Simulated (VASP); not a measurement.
Wanted: the native input for a VASP 6.6.1 run.

```
Task                   : single point
Functional             : PBEsol
Potentials or basis    : VASP PAW PBE potentials, release 64 (Cd, Te)
Cutoff                 : 520 eV
k mesh                 : 8 × 8 × 8
Occupations            : gaussian, width 0.02 eV
Spin                   : no spin polarisation
Dipole correction      : no
Further INCAR settings : ALGO = Normal; EDIFF = 1e-06; NBANDS = 16
```

The structure of CdTe lies in POSCAR:

```
CdTe
1.0
    0.0000000000      3.2455445498      3.2455445498
    3.2455445498      0.0000000000      3.2455445498
    3.2455445498      3.2455445498      0.0000000000
Cd Te
1 1
Direct
    0.0000000000      0.0000000000      0.0000000000
    0.2500000000      0.2500000000      0.2500000000
```

One way to write it, as run:

INCAR

```
SYSTEM = CdTe
PREC     = Accurate       ! precision mode
ENCUT    = 520            ! plane-wave cutoff, eV
EDIFF    = 1E-6           ! SCF threshold, eV
ISMEAR   = 0              ! smearing method
SIGMA    = 0.02           ! smearing width, eV
LREAL    = .FALSE.        ! projectors in reciprocal space
LASPH    = .TRUE.         ! aspherical terms in the spheres
NELM     = 60             ! most SCF steps
ALGO     = Normal         ! electronic algorithm
ISIF     = 2              ! what is computed and relaxed
LWAVE    = .FALSE.        ! write WAVECAR
LCHARG   = .FALSE.        ! write CHGCAR
GGA      = PS             ! functional
NBANDS   = 16             ! bands
```

KPOINTS

```
Automatic mesh
0
G
  8 8 8
  0 0 0
```

Potentials or basis: VASP PAW PBE potentials, release 64 (Cd, Te).

Run with:

```bash
$ cat potpaw_PBE.64/Cd/POTCAR potpaw_PBE.64/Te/POTCAR > POTCAR
$ mpirun -np 1 vasp_std > vasp.out
```

Results of the run:

| Quantity | Value |
| --- | --- |
| Pressure | 0.1 GPa |
| Band gap on the k mesh | 0.65 eV, direct |

Caveat: the PAW data sets were made with another functional, which shifts forces and pressure a little; spin-orbit coupling is left out, which moves the levels of the heavy elements.

Run time: 23 s on 1 thread of AMD EPYC 9R14 (Zen 4) (shared host), peak memory 0.18 GiB.
